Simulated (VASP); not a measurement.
# WC (Qusongite) (P-6m2) in VASP: settings compared

WC (Qusongite) is run at these levels: revPBE+D4, PBEsol+D4, r2SCAN-based global hybrid; tasks: single point, relaxation of cell and atoms.

All numbers are computed with VASP 6.6.1; they aren't measurements. Logs are shortened: lines on timing, memory, paths and dates and some standing lists are left out, and cuts for length are marked.

**1. The cell of the first run**

It takes space group P-6m2 (No. 187, hexagonal). The conventional cell has a = 2.897 Å, b = 2.897 Å, c = 2.829 Å, α = 90.00°, β = 90.00°, γ = 120.00°. Within 2.9 Å of W (site symmetry -6m2) lie 6 C at 2.19 Å and 8 W at 2.83 to 2.90 Å. C (site symmetry -6m2) has 6 W at 2.19 Å and 8 C at 2.83 to 2.90 Å within 2.9 Å.

**2. Single point, revPBE+D4**

File INCAR:

```
SYSTEM = WC
  ALGO = Normal
  EDIFF = 1E-7
  ENCUT = 520
  GGA = RE
  ISIF = 2
  ISMEAR = -1
  IVDW = 13
  LASPH = .True.
  LCHARG = .False.
  LREAL = .False.
  LWAVE = .False.
  NBANDS = 16
  NELM = 80
  PREC = Accurate
  SIGMA = 0.05
```

File KPOINTS:

```
k-points
0
Gamma
  10 10 9
  0 0 0
```

File POSCAR:

```
WC
1.0
    2.8970346148      0.0000000000      0.0000000000
   -1.4485173074      2.5089055721      0.0000000000
    0.0000000000      0.0000000000      2.8286131218
W C
1 1
Direct
    0.0000000000      0.0000000000      0.0000000000
    0.6666666667      0.3333333333      0.5000000000
```

Potentials or basis: VASP PAW PBE potentials, release 64 (W_sv, C).

The run is started by

```console
$ cat potpaw_PBE.64/W_sv/POTCAR potpaw_PBE.64/C/POTCAR > POTCAR
$ mpirun -np 1 vasp_std > vasp.out
```

OUTCAR:

```text
SYSTEM = WC
   EDIFF = 1E-7
   ENCUT = 520
   GGA = RE
   ISIF = 2
   ISMEAR = -1
   IVDW = 13
   LASPH = .True.
   LREAL = .False.
   NELM = 80
   PREC = Accurate

 ion  position               nearest neighbor table
   1  0.000  0.000  0.000-   2 2.19   2 2.19   2 2.19   2 2.19   2 2.19   2 2.19
   2  0.667  0.333  0.500-   1 2.19   1 2.19   1 2.19   1 2.19   1 2.19   1 2.19

  LATTYP: Found a hexagonal cell.
 ALAT       =     2.8970346148
 C/A-ratio  =     0.9763822315

  Lattice vectors:

 A1 = (   2.8970346148,   0.0000000000,   0.0000000000)
 A2 = (  -1.4485173074,   2.5089055721,   0.0000000000)
 A3 = (   0.0000000000,   0.0000000000,   2.8286131218)

Analysis of symmetry for initial positions (statically):
=====================================================================
 Subroutine PRICEL returns:
 Original cell was already a primitive cell.

 Routine SETGRP: Setting up the symmetry group for a
 hexagonal supercell.

 Subroutine GETGRP returns: Found 12 space group operations
 (whereof 12 operations were pure point group operations)
 out of a pool of 24 trial point group operations.

The static configuration has the point symmetry D_3h.

Analysis of symmetry for dynamics (positions and initial velocities):
=====================================================================
 Subroutine PRICEL returns:
 Original cell was already a primitive cell.

 Routine SETGRP: Setting up the symmetry group for a
 hexagonal supercell.

 Subroutine GETGRP returns: Found 12 space group operations
 (whereof 12 operations were pure point group operations)
 out of a pool of 24 trial point group operations.

The dynamic configuration has the point symmetry D_3h.

 Subroutine INISYM returns: Found 12 space group operations
 (whereof 12 operations are pure point group operations),
 and found     1 'primitive' translations

----------------------------------------------------------------------------------------

                                     Primitive cell

  volume of cell :      20.5595

  direct lattice vectors                    reciprocal lattice vectors
     2.897034615  0.000000000  0.000000000     0.345180549  0.199290083  0.000000000
    -1.448517307  2.508905572  0.000000000     0.000000000  0.398580166  0.000000000
     0.000000000  0.000000000  2.828613122     0.000000000  0.000000000  0.353530142

  length of vectors
     2.897034615  2.897034615  2.828613122     0.398580166  0.398580166  0.353530142

  position of ions in fractional coordinates (direct lattice)
     0.000000000  0.000000000  0.000000000
     0.666666667  0.333333333  0.500000000

  ion indices of the primitive-cell ions
   primitive index   ion index
                 1           1
                 2           2

----------------------------------------------------------------------------------------

 KPOINTS: k-points

Automatic generation of k-mesh.
 Grid dimensions read from file:
 generate k-points for:   10   10    9

 Generating k-lattice:

  Cartesian coordinates                     Fractional coordinates (reciprocal lattice)
     0.034518055  0.019929008  0.000000000     0.100000000  0.000000000  0.000000000
     0.000000000  0.039858017  0.000000000     0.000000000  0.100000000  0.000000000
     0.000000000  0.000000000  0.039281127     0.000000000  0.000000000  0.111111111

  Length of vectors
     0.039858017  0.039858017  0.039281127

  Shift w.r.t. Gamma in fractional coordinates (k-lattice)
     0.000000000  0.000000000  0.000000000

 Subroutine IBZKPT returns following result:
 ===========================================

 Found     70 irreducible k-points:

 Following reciprocal coordinates:
            Coordinates               Weight
  0.000000  0.000000  0.000000      1.000000
  0.100000  0.000000  0.000000      6.000000
  0.200000  0.000000  0.000000      6.000000
  0.300000  0.000000  0.000000      6.000000
  0.400000  0.000000  0.000000      6.000000
  0.500000  0.000000  0.000000      3.000000
[... 16 lines left out ...]
  0.300000  0.100000  0.111111     24.000000
  0.400000  0.100000  0.111111     24.000000
 [... further k-points ...]
   k-points           NKPTS =     70   k-points in BZ     NKDIM =     70   number of bands    NBANDS=     16
   number of dos      NEDOS =    301   number of ions     NIONS =      2
   total plane-waves  NPLWV =  13824
   dimension x,y,z NGX =    24 NGY =   24 NGZ =   24
   dimension x,y,z NGXF=    48 NGYF=   48 NGZF=   48
   ions per type =               1   1
   NGX,Y,Z   is equivalent  to a cutoff of  13.77, 13.77, 14.11 a.u.
   NGXF,Y,Z  is equivalent  to a cutoff of  27.54, 27.54, 28.21 a.u.
 SYSTEM =  WC
   PREC   = accura    normal or accurate (medium, high low for compatibility)
   ISTART =      0    job   : 0-new  1-cont  2-samecut
   ICHARG =      2    charge: 1-file 2-atom 10-const
   ISPIN  =      1    spin polarized calculation?
   LNONCOLLINEAR =      F non collinear calculations
   LSORBIT =      F    spin-orbit coupling
   LASPH  =      T    aspherical Exc in radial PAW
   ENCUT  =  520.0 eV  38.22 Ry    6.18 a.u.   5.39  5.39  5.26*2*pi/ulx,y,z
   NELM   =     80;   NELMIN=  2; NELMDL= -5     # of ELM steps
   EDIFF  = 0.1E-06   stopping-criterion for ELM
   LREAL  =      F    real-space projection
   EDIFFG = 0.1E-05   stopping-criterion for IOM
   NSW    =      0    number of steps for IOM
   IBRION =     -1    ionic relax: 0-MD 1-quasi-New 2-CG
   NFREE  =      0    steps in history (QN), initial steepest desc. (CG)
   ISIF   =      2    stress and relaxation
   ISYM   =      2    0-nonsym 1-usesym 2-fastsym
   POTIM  = 0.5000    time-step for ionic-motion
   TEBEG  =    0.0;   TEEND  =   0.0 temperature during run
   PSTRESS=    0.0 pullay stress
   NELECT =      18.0000    total number of electrons
   NUPDOWN=      -1.0000    fix difference up-down
   EMIN   =  10.00;   EMAX   =-10.00  energy-range for DOS
[... 5 lines left out ...]
     AMIX     =   0.40;   BMIX     =  1.00
     AMIX_MAG =   1.60;   BMIX_MAG =  1.00
  volume/ion in A,a.u.               =      10.28        69.37
  Fermi-wavevector in a.u.,A,eV,Ry     =   1.566132  2.959561 33.371972  2.452771
  Thomas-Fermi vector in A             =   2.668506
   LORBIT       =      0    0 simple, 1 ext, 2 COOP (PROOUT), +10 PAW based schemes
   GGA     = RE    functional components
   LHFCALC =     F    Hartree Fock is set to
   AEXX    =    0.0000 exact exchange contribution
   IVDW    =    13    specifies the selected vdW correction
   LEPSILON=     F    determine dielectric tensor
   LRPA    =     F    only Hartree local field effects (RPA)
 non-spin polarized calculation
  energy-cutoff  :      520.00
  volume of cell :       20.56
 maximum number of plane-waves:       569
 NGX is ok and might be reduce to    24
   NGX = 11   NGY = 11   NGZ = 11

 number of electron      18.0000001 magnetization

 Free energy of the ion-electron system (eV)
  ---------------------------------------------------
  ext. energy  EPLUGINS =         0.00000000
  ---------------------------------------------------
  free energy    TOTEN  =       -21.57015797 eV

  energy without entropy =      -21.56828487  energy(sigma->0) =      -21.56922142

 E-fermi :  11.2787     XC(G=0): -13.8188

 val. band max:       11.1920946551   @ k =   0.0000   0.0000   0.3333
 cond. band min:      11.2952838028   @ k =   0.1000   0.0000   0.3333
 fundamental gap:      0.1031891477
 Fermi energy:        11.2787128502

 k-point     1 :       0.0000    0.0000    0.0000
  band No.  band energies     occupation
      1     -62.7218      2.00000
      2     -26.7024      2.00000
      3     -26.5926      2.00000
      4     -26.5926      2.00000
      5      -3.2812      2.00000
      6       6.9132      2.00000
[... 8 lines left out ...]
     15      25.7040      0.00000
     16      28.0858      0.00000

 k-point     2 :       0.1000    0.0000    0.0000
  band No.  band energies     occupation
      1     -62.7160      2.00000
      2     -26.6915      2.00000
      3     -26.6773      2.00000
      4     -26.6117      2.00000
      5      -3.0179      2.00000
      6       6.9474      2.00000
[... 8 lines left out ...]
     15      25.2515      0.00000
     16      28.6403      0.00000

 k-point     3 :       0.2000    0.0000    0.0000
  band No.  band energies     occupation
      1     -62.7008      2.00000
      2     -26.8941      2.00000
      3     -26.6628      2.00000
      4     -26.6614      2.00000
      5      -2.2948      2.00000
      6       6.2184      2.00000
[... 8 lines left out ...]
     15      25.0625      0.00000
     16      29.7862      0.00000

 k-point     4 :       0.3000    0.0000    0.0000
  band No.  band energies     occupation
      1     -62.6820      2.00000
      2     -27.1531      2.00000
      3     -26.7222      2.00000
      4     -26.6271      2.00000
      5      -1.2990      2.00000
      6       5.2268      2.00000
[... 8 lines left out ...]
     15      26.0151      0.00000
     16      28.7191      0.00000

 k-point     5 :       0.4000    0.0000    0.0000
  band No.  band energies     occupation
      1     -62.6667      2.00000
      2     -27.3559      2.00000
      3     -26.7709      2.00000
      4     -26.5980      2.00000
      5      -0.3432      2.00000
      6       4.4833      2.00000
[... 8 lines left out ...]
     15      25.3927      0.00000
     16      28.5717      0.00000

 k-point     6 :       0.5000    0.0000    0.0000
  band No.  band energies     occupation
      1     -62.6608      2.00000
      2     -27.4319      2.00000
      3     -26.7893      2.00000
      4     -26.5869      2.00000
      5       0.0878      2.00000
      6       4.1901      2.00000
[... 8 lines left out ...]
     15      24.2389      0.00000
     16      29.5473      0.00000

 k-point     7 :       0.1000    0.1000    0.0000
  band No.  band energies     occupation
      1     -62.7055      2.00000
      2     -26.8217      2.00000
      3     -26.6717      2.00000
      4     -26.6524      2.00000
      5      -2.5233      2.00000
      6       6.5039      2.00000
[... 8 lines left out ...]
     15      25.0378      0.00000
     16      29.4181      0.00000

 k-point     8 :       0.2000    0.1000    0.0000
  band No.  band energies     occupation
      1     -62.6885      2.00000
      2     -27.0444      2.00000
      3     -26.7227      2.00000
      4     -26.6394      2.00000
      5      -1.6527      2.00000
      6       5.6123      2.00000
[... 8 lines left out ...]
     15      25.4981      0.00000
     16      29.5389      0.00000

 k-point     9 :       0.3000    0.1000    0.0000
  band No.  band energies     occupation
      1     -62.6715      2.00000
      2     -27.2596      2.00000
      3     -26.7930      2.00000
      4     -26.6070      2.00000
      5      -0.6414      2.00000
      6       4.8101      2.00000
[... 8 lines left out ...]
     15      26.5058      0.00000
     16      27.8778      0.00000
[... 172 lines left out ...]
 k-point    19 :       0.4000    0.0000    0.1111
  band No.  band energies     occupation
      1     -62.6619      2.00000
      2     -27.3429      2.00000
      3     -26.7615      2.00000
      4     -26.6844      2.00000
      5      -0.2297      2.00000
      6       4.4466      2.00000
[... 8 lines left out ...]
     15      25.0289      0.00000
     16      28.4334      0.00000

 k-point    20 :       0.5000    0.0000    0.1111
  band No.  band energies     occupation
      1     -62.6561      2.00000
      2     -27.4184      2.00000
      3     -26.7798      2.00000
      4     -26.6725      2.00000
      5       0.1644      2.00000
      6       4.1029      2.00000
[... 8 lines left out ...]
     15      24.3034      0.00000
     16      29.3250      0.00000

 k-point    21 :       0.1000    0.1000    0.1111
  band No.  band energies     occupation
      1     -62.7006      2.00000
      2     -26.8142      2.00000
      3     -26.7611      2.00000
      4     -26.6439      2.00000
      5      -2.2563      2.00000
      6       6.6619      2.00000
[... 8 lines left out ...]
     15      24.8264      0.00000
     16      28.9944      0.00000

 k-point    22 :       0.2000    0.1000    0.1111
  band No.  band energies     occupation
      1     -62.6836      2.00000
      2     -27.0337      2.00000
      3     -26.7284      2.00000
      4     -26.7137      2.00000
      5      -1.4388      2.00000
      6       5.7683      2.00000
[... 8 lines left out ...]
     15      24.9678      0.00000
     16      29.0704      0.00000

 k-point    23 :       0.3000    0.1000    0.1111
  band No.  band energies     occupation
      1     -62.6666      2.00000
      2     -27.2472      2.00000
      3     -26.7835      2.00000
      4     -26.6939      2.00000
      5      -0.5062      2.00000
      6       4.8910      2.00000
[... 8 lines left out ...]
     15      25.6698      0.00000
     16      28.0010      0.00000

 k-point    24 :       0.4000    0.1000    0.1111
  band No.  band energies     occupation
      1     -62.6561      2.00000
      2     -27.3761      2.00000
      3     -26.8262      2.00000
      4     -26.6725      2.00000
      5       0.1795      2.00000
      6       4.3241      2.00000
[... 8 lines left out ...]
     15      24.8240      0.00000
     16      28.8606      0.00000

 [... further k-points ...]

------------------------ aborting loop because EDIFF is reached ----------------------------------------

  DFT-D4 for vdW energy calculation

  Edisp (eV):   -1.63883

  FORCE on cell =-STRESS in cart. coord.  units (eV):
  Direction    XX          YY          ZZ          XY          YZ          ZX
  --------------------------------------------------------------------------------------
  -------------------------------------------------------------------------------------
  Total       0.12046     0.12046     0.15215    -0.00000     0.00000     0.00000
  in kB       9.38717     9.38717    11.85715    -0.00000     0.00000     0.00000
  external pressure =       10.21 kB  Pullay stress =        0.00 kB

 VOLUME and BASIS-vectors are now :
 -----------------------------------------------------------------------------
  energy-cutoff  :      520.00
  volume of cell :       20.56
      direct lattice vectors                 reciprocal lattice vectors
     2.897034615  0.000000000  0.000000000     0.345180549  0.199290083  0.000000000
    -1.448517307  2.508905572  0.000000000     0.000000000  0.398580166  0.000000000
     0.000000000  0.000000000  2.828613122     0.000000000  0.000000000  0.353530142

 POSITION                                       TOTAL-FORCE (eV/Angst)
 -----------------------------------------------------------------------------------
      0.00000      0.00000      0.00000         0.000000      0.000000      0.000000
      1.44852      0.83630      1.41431        -0.000000     -0.000000      0.000000
 -----------------------------------------------------------------------------------
    total drift:                                0.000000     -0.000000      0.000000

  FREE ENERGIE OF THE ION-ELECTRON SYSTEM (eV)
  ---------------------------------------------------
  free  energy   TOTEN  =       -23.2089869111 eV

  energy  without entropy=      -23.2071138128  energy(sigma->0) =      -23.20805036
```

It took 25 s on 1 thread of Intel Xeon 8259CL, shared host; peak memory 0.16 GiB.

What came out:

```
Free energy                : -23.2090 eV
Pressure                   : 1.0 GPa
Band gap on the k mesh     : zero (band 9 reaches 11.94 eV, above the bottom of band 10 at 10.73 eV)
Dispersion energy per atom : -0.819 eV
```

Caveat: the PAW data sets were made with another functional, which shifts forces and pressure a little; spin-orbit coupling is left out, which moves the levels of the heavy elements; pairwise dispersion overbinds metals, which lowers pressure and volume.

**3. Relaxation of cell and atoms, PBEsol+D4**

This run uses another cell than the first one, of 10.38 Å³/atom, 1.009 times its volume.

File INCAR:

```
SYSTEM = WC
PREC = Accurate
ENCUT = 600
EDIFF = 1E-6
ISMEAR = -1
SIGMA = 0.05
LREAL = .FALSE.
LASPH = .TRUE.
NELM = 80
ALGO = Normal
ISIF = 3
LWAVE = .FALSE.
LCHARG = .FALSE.
GGA = PS
IVDW = 13
IBRION = 2
NSW = 80
EDIFFG = -0.01
```

File KPOINTS:

```
regular mesh
0
G
  10 10 9
  0 0 0
```

File POSCAR:

```
WC
1.0
    2.9065000000      0.0000000000      0.0000000000
   -1.4532500000      2.5171028361      0.0000000000
    0.0000000000      0.0000000000      2.8366000000
W C
1 1
Direct
    0.0000000000      0.0000000000      0.0000000000
    0.6666666667      0.3333333333      0.5000000000
```

Potentials or basis: VASP PAW PBE potentials, release 64 (W_sv, C).

The run is started by

```console
$ cat potpaw_PBE.64/W_sv/POTCAR potpaw_PBE.64/C/POTCAR > POTCAR
$ mpirun -np 1 vasp_std > vasp.out
```

It took 84 s on 1 thread of Intel Xeon 8259CL, shared host; peak memory 0.17 GiB.

It converged, with:

| Quantity | Value |
| --- | --- |
| Free energy | -24.4767 eV |
| Relaxed volume | 10.21 Å³/atom |
| Relaxed cell | a = 2.892 Å, b = 2.892 Å, c = 2.821 Å, α = 90.00°, β = 90.00°, γ = 120.00° |
| Space group after relaxing (to 0.05 Å) | P-6m2 (No. 187) |
| Energy gained by relaxing | 3.2 meV/atom |
| Ionic steps | 7 |
| Pressure after relaxing | 0.1 GPa |
| Band gap on the k mesh | zero (band 9 reaches 11.83 eV, above the bottom of band 10 at 10.59 eV) |
| Dispersion energy per atom | -0.287 eV |

The path:
```tsv
step	energy change (eV)	largest force (eV/Å)	pressure (GPa)	volume (Å³)
1	0.0000	0.0000	-6.33	20.75
2	0.0502	0.0000	20.83	19.55
3	-0.0064	0.0000	-0.16	20.44
4	-0.0064	0.0000	-0.05	20.44
5	-0.0064	0.0000	0.08	20.43
6	-0.0064	0.0000	0.17	20.42
7	-0.0064	0.0000	0.14	20.43
```

Final structure:
```
CELL_PARAMETERS angstrom
2.89155 0.00000 0.00000
-1.44578 2.50416 0.00000
0.00000 0.00000 2.82116
ATOMIC_POSITIONS crystal
W 0.00000 0.00000 0.00000
C 0.66667 0.33333 0.50000
```

Levels at points of the mesh, in eV from the Fermi level:
```tsv
k point	band 6	band 7	band 8	band 9	band 10	band 11	band 12	band 13
(0.00, 0.00, 0.00)	-4.41	-3.39	-3.39	0.13	3.31	3.31	5.75	5.75
(0.50, 0.00, 0.00)	-7.10	-3.67	-3.65	-0.44	2.39	4.65	5.02	6.98
```

Caveat: the PAW data sets were made with another functional, which shifts forces and pressure a little; spin-orbit coupling is left out, which moves the levels of the heavy elements; pairwise dispersion overbinds metals, which lowers pressure and volume.

[end of part 1 of 2]
